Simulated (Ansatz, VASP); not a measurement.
**One calculation of Ga, two programs**

```
CELL_PARAMETERS angstrom
2.31080 -3.87292 0.00000
2.31080 3.87292 0.00000
0.00000 0.00000 4.54631
ATOMIC_POSITIONS crystal
Ga 0.84421 0.15579 0.08394
Ga 0.65579 0.34421 0.58394
Ga 0.15579 0.84421 0.91606
Ga 0.34421 0.65579 0.41606
```

Alike in both runs: task single point; functional PBE; k mesh 8 × 8 × 7; no spin polarisation.

|  | VASP | Ansatz |
| --- | --- | --- |
| version | VASP 6.6.1 | Ansatz 0.2.0 |
| potentials or method | VASP PAW PBE potentials, release 64 (Ga_d), cutoff 520 eV | plane waves (420 eV) with PAW, scalar-relativistic |
| occupations | methfessel-paxton of order 1, width 0.3 eV | cold, width 0.3 eV |
| valence electrons in the cell | 52 | 52 |

```tsv
	VASP	Ansatz	Ansatz less VASP
pressure (GPa)	0.1	-0.1	-0.17
traceless stress, the component that is largest in VASP (GPa)	0.06	0.10	+0.034
```
